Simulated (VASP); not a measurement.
# Al3BP2 (P6/mmm) in VASP: a series of runs, part 2 of 2

VASP 6.6.1. Earlier steps stand in the parts before.

## (3) Single point, PBE

This run uses another cell than the first one, of 17.93 Å³/atom, 1.192 times its volume.

INCAR

```
SYSTEM = Al3BP2
ALGO = Normal ; EDIFF = 1E-7
ENCUT = 520 ; GGA = PE
ISIF = 2 ; ISMEAR = 0
LASPH = .TRUE. ; LCHARG = .FALSE.
LREAL = .FALSE. ; LWAVE = .FALSE.
NBANDS = 20 ; NELM = 60
PREC = Accurate ; SIGMA = 0.1
```

KPOINTS

```
k-points
0
G
  6 6 4
  0 0 0
```

POSCAR

```
Al3BP2
1.0
    5.8389549685     -0.0000000042      0.0000000000
   -2.9194774807      5.0566833364      0.0000000000
    0.0000000000      0.0000000000      3.6426849577
Al B P
3 1 2
Direct
    0.5000000000      0.0000000000      0.0000000000
    0.0000000000      0.5000000000      0.0000000000
    0.5000000000      0.5000000000      0.0000000000
    0.0000000000      0.0000000000      0.5000000000
    0.3333333333      0.6666666667      0.5000000000
    0.6666666667      0.3333333333      0.5000000000
```

Potentials or basis: VASP PAW PBE potentials, release 64 (Al, B, P).

Command:

```sh
$ cat potpaw_PBE.64/Al/POTCAR potpaw_PBE.64/B/POTCAR potpaw_PBE.64/P/POTCAR > POTCAR
$ mpirun -np 1 vasp_std > vasp.out
```

OUTCAR:

```text
SYSTEM = Al3BP2
   EDIFF = 1E-7
   ENCUT = 520
   GGA = PE
   ISIF = 2
   ISMEAR = 0
   LASPH = .TRUE.
   LREAL = .FALSE.
   NELM = 60
   PREC = Accurate

 ion  position               nearest neighbor table
   1  0.500  0.000  0.000-   5 2.48   6 2.48   5 2.48   6 2.48   2 2.92   2 2.92   3 2.92   3 2.92

   2  0.000  0.500  0.000-   5 2.48   6 2.48   5 2.48   6 2.48   1 2.92   1 2.92   3 2.92   3 2.92

   3  0.500  0.500  0.000-   5 2.48   6 2.48   5 2.48   6 2.48   2 2.92   2 2.92   1 2.92   1 2.92

   4  0.000  0.000  0.500-
   5  0.333  0.667  0.500-   2 2.48   2 2.48   1 2.48   1 2.48   3 2.48   3 2.48
   6  0.667  0.333  0.500-   2 2.48   2 2.48   1 2.48   1 2.48   3 2.48   3 2.48

  LATTYP: Found a hexagonal cell.
 ALAT       =     5.8389549685
 C/A-ratio  =     0.6238590599

  Lattice vectors:

 A1 = (   5.8389549685,  -0.0000000042,   0.0000000000)
 A2 = (  -2.9194774807,   5.0566833364,   0.0000000000)
 A3 = (   0.0000000000,   0.0000000000,   3.6426849577)

Analysis of symmetry for initial positions (statically):
=====================================================================
 Subroutine PRICEL returns:
 Original cell was already a primitive cell.

 Routine SETGRP: Setting up the symmetry group for a
 hexagonal supercell.

 Subroutine GETGRP returns: Found 24 space group operations
 (whereof 24 operations were pure point group operations)
 out of a pool of 24 trial point group operations.

The static configuration has the point symmetry D_6h.

Analysis of symmetry for dynamics (positions and initial velocities):
=====================================================================
 Subroutine PRICEL returns:
 Original cell was already a primitive cell.

 Routine SETGRP: Setting up the symmetry group for a
 hexagonal supercell.

 Subroutine GETGRP returns: Found 24 space group operations
 (whereof 24 operations were pure point group operations)
 out of a pool of 24 trial point group operations.

The dynamic configuration has the point symmetry D_6h.

 Subroutine INISYM returns: Found 24 space group operations
 (whereof 24 operations are pure point group operations),
 and found     1 'primitive' translations

----------------------------------------------------------------------------------------

                                     Primitive cell

  volume of cell :     107.5530

  direct lattice vectors                    reciprocal lattice vectors
     5.838954969 -0.000000004  0.000000000     0.171263523  0.098879041  0.000000000
    -2.919477481  5.056683336  0.000000000     0.000000000  0.197758082  0.000000000
     0.000000000  0.000000000  3.642684958     0.000000000  0.000000000  0.274522780

  length of vectors
     5.838954969  5.838954969  3.642684958     0.197758083  0.197758082  0.274522780

  position of ions in fractional coordinates (direct lattice)
     0.500000000  0.000000000  0.000000000
     1.000000000  0.500000000  0.000000000
     0.500000000  0.500000000  0.000000000
     0.000000000  0.000000000  0.500000000
     0.333333333  0.666666667  0.500000000
     0.666666667  0.333333333  0.500000000

[... 32 lines left out ...]

 Found     21 irreducible k-points:

 Following reciprocal coordinates:
            Coordinates               Weight
  0.000000  0.000000  0.000000      1.000000
  0.166667  0.000000  0.000000      6.000000
  0.333333  0.000000  0.000000      6.000000
  0.500000  0.000000  0.000000      3.000000
  0.166667  0.166667  0.000000      6.000000
  0.333333  0.166667  0.000000     12.000000
[... 13 lines left out ...]
  0.333333  0.166667  0.500000     12.000000
  0.333333  0.333333  0.500000      2.000000
   k-points           NKPTS =     21   k-points in BZ     NKDIM =     21   number of bands    NBANDS=     20
   number of dos      NEDOS =    301   number of ions     NIONS =      6
   total plane-waves  NPLWV =  64512
   dimension x,y,z NGX =    48 NGY =   48 NGZ =   28
   dimension x,y,z NGXF=    96 NGYF=   96 NGZF=   56
   ions per type =               3   1   2
   NGX,Y,Z   is equivalent  to a cutoff of  13.67, 13.67, 12.78 a.u.
   NGXF,Y,Z  is equivalent  to a cutoff of  27.33, 27.33, 25.56 a.u.
 SYSTEM =  Al3BP2
   PREC   = accura    normal or accurate (medium, high low for compatibility)
   ISTART =      0    job   : 0-new  1-cont  2-samecut
   ICHARG =      2    charge: 1-file 2-atom 10-const
   ISPIN  =      1    spin polarized calculation?
   LNONCOLLINEAR =      F non collinear calculations
   LSORBIT =      F    spin-orbit coupling
   LASPH  =      T    aspherical Exc in radial PAW
   ENCUT  =  520.0 eV  38.22 Ry    6.18 a.u.  10.86 10.86  6.77*2*pi/ulx,y,z
   NELM   =     60;   NELMIN=  2; NELMDL= -5     # of ELM steps
   EDIFF  = 0.1E-06   stopping-criterion for ELM
   LREAL  =      F    real-space projection
   EDIFFG = 0.1E-05   stopping-criterion for IOM
   NSW    =      0    number of steps for IOM
   IBRION =     -1    ionic relax: 0-MD 1-quasi-New 2-CG
   NFREE  =      0    steps in history (QN), initial steepest desc. (CG)
   ISIF   =      2    stress and relaxation
   ISYM   =      2    0-nonsym 1-usesym 2-fastsym
   POTIM  = 0.5000    time-step for ionic-motion
   TEBEG  =    0.0;   TEEND  =   0.0 temperature during run
   PSTRESS=    0.0 pullay stress
   NELECT =      22.0000    total number of electrons
   NUPDOWN=      -1.0000    fix difference up-down
   EMIN   =  10.00;   EMAX   =-10.00  energy-range for DOS
   EFERMI =   0.00;   METHOD = LEGACY
   ISMEAR =     0;   SIGMA  =   0.10  broadening in eV -4-tet -1-fermi 0-gaus
   EFERMI_NEDOS =   21; number of points for ismear=-14 and -15
   IALGO  =     38    algorithm
   IMIX   =      4    mixing-type and parameters
     AMIX     =   0.40;   BMIX     =  1.00
     AMIX_MAG =   1.60;   BMIX_MAG =  1.00
  volume/ion in A,a.u.               =      17.93       120.97
  Fermi-wavevector in a.u.,A,eV,Ry     =   0.964587  1.822806 12.659252  0.930429
  Thomas-Fermi vector in A             =   2.094231
   LORBIT       =      0    0 simple, 1 ext, 2 COOP (PROOUT), +10 PAW based schemes
   GGA     = PE    functional components
   LHFCALC =     F    Hartree Fock is set to
   AEXX    =    0.0000 exact exchange contribution
   IVDW    =     0    specifies the selected vdW correction
   LEPSILON=     F    determine dielectric tensor
   LRPA    =     F    only Hartree local field effects (RPA)
 non-spin polarized calculation
 Gauss-broadening in eV      SIGMA  =   0.10
  energy-cutoff  :      520.00
  volume of cell :      107.55
 maximum number of plane-waves:      2930
 NGX is ok and might be reduce to    48
   NGX = 21   NGY = 21   NGZ = 13

 number of electron      22.0000000 magnetization

 Free energy of the ion-electron system (eV)
  ---------------------------------------------------
  ext. energy  EPLUGINS =         0.00000000
  ---------------------------------------------------
  free energy    TOTEN  =       -23.96546214 eV

  energy without entropy =      -23.94993181  energy(sigma->0) =      -23.95769698

 E-fermi :   6.0077     XC(G=0):  -9.7173

 val. band max:        5.9705639474   @ k =   0.0000   0.0000   0.2500
 cond. band min:       6.0150706443   @ k =   0.3333   0.0000   0.2500
 fundamental gap:      0.0445066969
 Fermi energy:         6.0077279735

 k-point     1 :       0.0000    0.0000    0.0000
  band No.  band energies     occupation
      1      -7.3492      2.00000
      2      -5.0623      2.00000
      3      -0.3716      2.00000
      4      -0.3716      2.00000
      5       0.3000      2.00000
      6       1.8388      2.00000
[... 472 lines left out ...]
     19      10.9300      0.00000
     20      10.9300      0.00000

------------------------ aborting loop because EDIFF is reached ----------------------------------------

  FORCE on cell =-STRESS in cart. coord.  units (eV):
  Direction    XX          YY          ZZ          XY          YZ          ZX
  --------------------------------------------------------------------------------------
  -------------------------------------------------------------------------------------
  Total       -0.2628808     -0.2628808     -0.1972986      0.0000000     -0.0000000      0.0000000
  in kB       -3.9160391     -3.9160391     -2.9390849      0.0000000     -0.0000000      0.0000000
  external PRESSURE =      -3.5903877 kB  Pullay stress =       0.0000000 kB

 VOLUME and BASIS-vectors are now :
 -----------------------------------------------------------------------------
  energy-cutoff  :      520.00
  volume of cell :      107.55
      direct lattice vectors                 reciprocal lattice vectors
     5.838954969 -0.000000004  0.000000000     0.171263523  0.098879041  0.000000000
    -2.919477481  5.056683336  0.000000000     0.000000000  0.197758082  0.000000000
     0.000000000  0.000000000  3.642684958     0.000000000  0.000000000  0.274522780

 POSITION                                       TOTAL-FORCE (eV/Angst)
 -----------------------------------------------------------------------------------
      2.91948     -0.00000      0.00000         0.000000      0.000000      0.000000
     -1.45974      2.52834      0.00000         0.000000      0.000000      0.000000
      1.45974      2.52834      0.00000         0.000000      0.000000      0.000000
      0.00000      0.00000      1.82134         0.000000      0.000000      0.000000
      0.00000      3.37112      1.82134         0.000000      0.000000      0.000000
      2.91948      1.68556      1.82134        -0.000000     -0.000000     -0.000000
 -----------------------------------------------------------------------------------
    total drift:                               -0.000000      0.000000     -0.000000

  FREE ENERGIE OF THE ION-ELECTRON SYSTEM (eV)
  ---------------------------------------------------
  free  energy   TOTEN  =       -23.9654621448 eV

  energy  without entropy=      -23.9499318119  energy(sigma->0) =      -23.95769698
```

OSZICAR:

```text
N       E                     dE             d eps       ncg     rms          rms(c)
DAV:   1     0.476196859002E+02    0.47620E+02   -0.85136E+03   840   0.910E+02
DAV:   2    -0.206321661112E+02   -0.68252E+02   -0.65311E+02  1076   0.134E+02
DAV:   3    -0.249082345172E+02   -0.42761E+01   -0.42165E+01  1076   0.318E+01
DAV:   4    -0.249704691211E+02   -0.62235E-01   -0.62162E-01  1112   0.442E+00
DAV:   5    -0.249716074791E+02   -0.11384E-02   -0.11383E-02  1124   0.608E-01    0.737E+00
DAV:   6    -0.240571267729E+02    0.91448E+00   -0.44199E+00  1064   0.632E+00    0.411E+00
DAV:   7    -0.239885459680E+02    0.68581E-01   -0.77923E-01  1060   0.296E+00    0.297E+00
DAV:   8    -0.239672295262E+02    0.21316E-01   -0.78816E-02  1004   0.116E+00    0.740E-01
DAV:   9    -0.239655626320E+02    0.16669E-02   -0.64225E-03  1012   0.386E-01    0.125E-01
DAV:  10    -0.239654625752E+02    0.10006E-03   -0.73078E-04   996   0.123E-01    0.827E-02
DAV:  11    -0.239654665591E+02   -0.39838E-05   -0.10577E-04  1136   0.466E-02    0.127E-02
DAV:  12    -0.239654628854E+02    0.36737E-05   -0.45200E-05  1108   0.228E-02    0.826E-03
DAV:  13    -0.239654624639E+02    0.42142E-06   -0.10962E-05  1132   0.117E-02    0.219E-03
DAV:  14    -0.239654622132E+02    0.25073E-06   -0.14472E-06  1096   0.473E-03    0.125E-03
DAV:  15    -0.239654621074E+02    0.10581E-06   -0.93004E-08   656   0.149E-03    0.524E-04
DAV:  16    -0.239654621448E+02   -0.37380E-07   -0.22200E-08   596   0.679E-04
   1 F= -.23965462E+02 E0= -.23957697E+02  d E =-.155303E-01
```

stdout:

```text
POSCAR found type information on POSCAR AlB P
 POSCAR found :  3 types and       6 ions
 scaLAPACK will be used
 LDA part: xc-table for (Slater+PW92), standard interpolation
 POSCAR, INCAR and KPOINTS ok, starting setup
 FFT: planning ... GRIDC
 FFT: planning ... GRID_SOFT
 FFT: planning ... GRID
 WAVECAR not read
 entering main loop
```

Wall time 44 s (1 thread of Intel Xeon Platinum 8259CL at 2.50GHz (Skylake/Cascade Lake), shared host); peak memory 0.24 GiB.

Results:

| Quantity | Value |
| --- | --- |
| Free energy | -23.9655 eV |
| Pressure | -0.4 GPa |
| Band gap on the k mesh | zero (band 11 reaches 7.32 eV, above the bottom of band 12 at 4.57 eV) |

Stress tensor (GPa, compression positive):
```
-0.39  0.00  0.00
 0.00 -0.39  0.00
 0.00  0.00 -0.29
```

Caveat: the k points lie up to 0.43 Å⁻¹ apart.

## (4) Relaxation of cell and atoms, PBE

INCAR

```
PREC = Accurate
ENCUT = 600
EDIFF = 1E-6
ISMEAR = 0
SIGMA = 0.1
LREAL = False
LASPH = True
NELM = 80
ALGO = Normal
ISIF = 3
LWAVE = False
LCHARG = False
GGA = PE
IBRION = 2
NSW = 90
EDIFFG = -0.04
```

KPOINTS

```
Automatic mesh
0
Gamma
  6 6 4
```

POSCAR

```
Al3BP2
1.0
    4.0490983100      0.0000000000      0.0000000000
   -2.0245491500      3.5066220000      0.0000000000
    0.0000000000      0.0000000000      6.3560938600
Al B P
3 1 2
Direct
    0.5000000000      0.0000000000      0.0000000000
    0.0000000000      0.5000000000      0.0000000000
    0.5000000000      0.5000000000      0.0000000000
    0.0000000000      0.0000000000      0.5000000000
    0.3333333300      0.6666666700      0.5000000000
    0.6666666700      0.3333333300      0.5000000000
```

Command:

```sh
$ cat potpaw_PBE.64/Al/POTCAR potpaw_PBE.64/B/POTCAR potpaw_PBE.64/P/POTCAR > POTCAR
$ mpirun -np 1 vasp_std > vasp.out
```

Run time: 12 min. Hardware: 1 thread of Intel Xeon Platinum 8259CL at 2.50GHz (Skylake/Cascade Lake), shared host; peak memory 0.25 GiB.

Results (log left out):

| Item | Value |
| --- | --- |
| Free energy | -23.9314 eV |
| Relaxed volume | 18.07 Å³/atom |
| Relaxed cell | a = 5.998 Å, b = 5.998 Å, c = 3.479 Å, α = 90.00°, β = 90.00°, γ = 120.00° |
| Space group after relaxing (to 0.05 Å) | P6/mmm (No. 191) |
| Energy gained by relaxing | 1751.2 meV/atom |
| Ionic steps | 16 |
| Pressure after relaxing | 0.2 GPa |
| Band gap on the k mesh | zero (band 11 reaches 6.80 eV, above the bottom of band 12 at 4.50 eV) |

Stress tensor (GPa, compression positive):
```
0.11 0.00 0.00
0.00 0.11 0.00
0.00 0.00 0.34
```

The path:
| step | energy change (eV) | largest force (eV/Å) | pressure (GPa) | volume (Å³) |
| --- | --- | --- | --- | --- |
| 1 | 0.0000 | 0.0000 | 45.50 | 90.25 |
| 2 | -6.2533 | 0.0000 | -9.09 | 153.53 |
| 3 | -7.0611 | 0.0000 | -3.70 | 129.77 |
| 4 | -7.5692 | 0.0000 | -3.91 | 122.44 |
| 5 | -8.9005 | 0.0000 | 1.94 | 99.69 |
| 6 | 18.3917 | 0.0000 | 283.47 | 50.79 |
| 7 | -8.9823 | 0.0000 | 3.52 | 97.50 |
| 8 | -9.0325 | 0.0000 | 6.55 | 94.45 |
| 9 | -9.4504 | 0.0000 | 4.39 | 97.26 |
| 10 | -10.4004 | 0.0000 | 5.14 | 101.66 |
| 11 | -10.3740 | 0.0000 | 5.49 | 101.72 |
| 12 | -10.4119 | 0.0000 | -3.66 | 116.17 |
| 13 | -10.4957 | 0.0000 | -0.12 | 109.20 |
| 14 | -10.4957 | 0.0000 | -0.03 | 109.05 |
| 15 | -10.5043 | 0.0000 | 0.10 | 108.73 |
| 16 | -10.5075 | 0.0000 | 0.19 | 108.40 |

Final structure:
```
Al B P
1.0
     5.99806    0.00000    0.00000
    -2.99903    5.19447    0.00000
     0.00000    0.00000    3.47908
Al B P
3 1 2
Direct
  0.50000 0.00000 0.00000
  0.00000 0.50000 0.00000
  0.50000 0.50000 0.00000
  0.00000 0.00000 0.50000
  0.33333 0.66667 0.50000
  0.66667 0.33333 0.50000
```

Levels at points of the mesh, in eV from the Fermi level:
| k point | band 7 | band 8 | band 9 | band 10 | band 11 | band 12 | band 13 | band 14 | band 15 |
| --- | --- | --- | --- | --- | --- | --- | --- | --- | --- |
| (0.00, 0.00, 0.00) | -4.41 | -3.04 | -1.62 | -0.23 | 0.81 | 0.81 | 2.50 | 2.55 | 3.26 |
| (0.50, 0.00, 0.00) | -2.76 | -2.63 | -2.19 | -0.71 | -0.18 | 0.90 | 1.13 | 1.24 | 2.23 |
| (0.00, 0.00, 0.50) | -4.54 | -2.49 | -2.49 | -2.39 | -2.39 | -1.12 | -0.67 | -0.67 | 1.70 |
| (0.50, 0.00, 0.50) | -3.11 | -3.07 | -2.90 | -2.37 | -1.15 | 0.31 | 0.66 | 0.87 | 1.22 |

Caveat: the volume moved by over 15 % at a fixed basis, so the end points are rough.

## (5) Relaxation of cell and atoms, PBE

INCAR

```
PREC = Accurate
ENCUT = 910
EDIFF = 1E-7
ISMEAR = 0
SIGMA = 0.1
LREAL = False
LASPH = True
NELM = 120
ALGO = Normal
ISIF = 3
LWAVE = False
LCHARG = False
GGA = PE
IBRION = 2
NSW = 90
EDIFFG = -0.04
GGA_COMPAT = False
NELMIN = 4
```

KPOINTS is that of step 4.

POSCAR is that of step 4.

Potentials or basis: VASP PAW PBE potentials, release 64 (Al, B_h, P).

Command:

```sh
$ cat potpaw_PBE.64/Al/POTCAR potpaw_PBE.64/B_h/POTCAR potpaw_PBE.64/P/POTCAR > POTCAR
$ mpirun -np 1 vasp_std > vasp.out
```

Run time: 10 min. Hardware: 1 thread of Intel Xeon 6975P-C (Granite Rapids), shared host; peak memory 0.37 GiB.

Results (log left out):

```yaml
Free_energy: -23.9124 eV
Relaxed_volume: 18.05 Å³/atom
Relaxed_cell: a = 5.991 Å, b = 5.991 Å, c = 3.485 Å, α = 90.00°, β = 90.00°, γ = 120.00°
Space_group_after_relaxing_to_0.05_Å: P6/mmm (No. 191)
Energy_gained_by_relaxing: 1748.1 meV/atom
Ionic_steps: 16
Pressure_after_relaxing: 0.2 GPa
Band_gap_on_the_k_mesh: zero (band 11 reaches 6.96 eV, above the bottom of band 12 at 4.63 eV)
```

Stress tensor (GPa, compression positive):
```
0.07 0.00 0.00
0.00 0.07 0.00
0.00 0.00 0.35
```

Step by step:
| step | energy change (eV) | largest force (eV/Å) | pressure (GPa) | volume (Å³) |
| --- | --- | --- | --- | --- |
| 1 | 0.0000 | 0.0000 | 45.50 | 90.25 |
| 2 | -6.2385 | 0.0000 | -9.17 | 153.53 |
| 3 | -7.0554 | 0.0000 | -3.71 | 129.72 |
| 4 | -7.5650 | 0.0000 | -3.93 | 122.38 |
| 5 | -8.8972 | 0.0000 | 1.96 | 99.61 |
| 6 | 18.6837 | 0.0000 | 286.38 | 50.64 |
| 7 | -8.9770 | 0.0000 | 3.56 | 97.46 |
| 8 | -9.0267 | 0.0000 | 6.53 | 94.43 |
| 9 | -9.4486 | 0.0000 | 4.33 | 97.28 |
| 10 | -10.3848 | 0.0000 | 5.02 | 101.77 |
| 11 | -10.3630 | 0.0000 | 5.30 | 101.82 |
| 12 | -10.4009 | 0.0000 | -3.58 | 115.74 |
| 13 | -10.4785 | 0.0000 | -0.13 | 109.09 |
| 14 | -10.4785 | 0.0000 | -0.04 | 108.94 |
| 15 | -10.4858 | 0.0000 | 0.07 | 108.64 |
| 16 | -10.4888 | 0.0000 | 0.16 | 108.32 |

Final structure:
```
Al B P
1.0
     5.99078    0.00000    0.00000
    -2.99539    5.18817    0.00000
     0.00000    0.00000    3.48496
Al B P
3 1 2
Direct
  0.50000 0.00000 0.00000
  0.00000 0.50000 0.00000
  0.50000 0.50000 0.00000
  0.00000 0.00000 0.50000
  0.33333 0.66667 0.50000
  0.66667 0.33333 0.50000
```

Levels at points of the mesh, in eV from the Fermi level:
```csv
k point,band 8,band 9,band 10,band 11,band 12,band 13,band 14,band 15
"(0.00, 0.00, 0.00)",-3.07,-1.63,-0.27,0.84,0.84,2.46,2.52,3.27
"(0.50, 0.00, 0.00)",-2.65,-2.21,-0.69,-0.18,0.88,1.14,1.21,2.20
"(0.00, 0.00, 0.50)",-2.48,-2.48,-2.39,-2.39,-1.13,-0.68,-0.68,1.73
"(0.50, 0.00, 0.50)",-3.07,-2.90,-2.36,-1.14,0.32,0.66,0.89,1.25
```

Caveat: the volume moved by over 15 % at a fixed basis, so the end points are rough.

## (6) The runs side by side

| task | potentials or basis | cell | cutoff (eV) | second run | gap on the mesh (eV) | pressure (GPa) | relaxed volume (Å³/atom) |
| --- | --- | --- | --- | --- | --- | --- | --- |
| single point | VASP PAW PBE potentials, release 64 (Al, B, P) | a = 4.049, b = 4.049, c = 6.356 Å, angles 90.0, 90.0, 120.0°, 6 atoms | 520 | - | none | 45.5 | - |
| single point | VASP PAW PBE potentials, release 64 (Al, B, P) | a = 5.839, b = 5.839, c = 3.643 Å, angles 90.0, 90.0, 120.0°, 6 atoms | 520 | - | none | -0.4 | - |
| relaxation of cell and atoms | VASP PAW PBE potentials, release 64 (Al, B, P) | relaxed from a = 4.049, b = 4.049, c = 6.356 Å, angles 90.0, 90.0, 120.0°, 6 atoms | 600 | - | none | 0.2 | 18.07 |
| relaxation of cell and atoms | VASP PAW PBE potentials, release 64 (Al, B_h, P) | relaxed from a = 4.049, b = 4.049, c = 6.356 Å, angles 90.0, 90.0, 120.0°, 6 atoms | 910 | hard_potentials | none | 0.2 | 18.05 |

Alike in all rows: level PBE; no spin polarisation; k mesh 6 × 6 × 4; smearing gaussian 0.1 eV.

Caveats: some runs use coarse meshes; the volume moved by over 15 % at a fixed basis, so the end points are rough (some runs).

Absolute energies hang on the potentials; compare differences alone.
